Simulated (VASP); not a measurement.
Input of a VASP 6.6.1 run:

INCAR

```
PREC = Accurate
ENCUT = 520
EDIFF = 1E-6
ISMEAR = -1
SIGMA = 0.01
LREAL = F
LASPH = T
NELM = 60
ALGO = Normal
ISIF = 2
LWAVE = F
LCHARG = T
GGA = PE
LELF = T
LVHAR = T
NBANDS = 14
```

Contents of KPOINTS:

```
regular mesh
0
Gamma
  6 6 3
```

Contents of POSCAR:

```
Cl
1.0
    3.7005962547      0.0000000000      0.0000000000
   -1.8502981274      3.2048103658      0.0000000000
    0.0000000000      0.0000000000      3.8205042675
Cl
2
Direct
    0.3333333333      0.6666666667      0.2500000000
    0.6666666667      0.3333333333      0.7500000000
```

Potentials or basis: VASP PAW PBE potentials, release 64 (Cl).

Run with:

```bash
$ cat potpaw_PBE.64/Cl/POTCAR > POTCAR
$ mpirun -np 1 vasp_std > vasp.out
```

Estimate the pressure.

-0.1 GPa.

What does it give for the band gap on the k mesh?

Zero (band 7 reaches 1.97 eV, above the bottom of band 8 at 0.77 eV).

Caveat: the k points lie up to 0.55 Å⁻¹ apart.
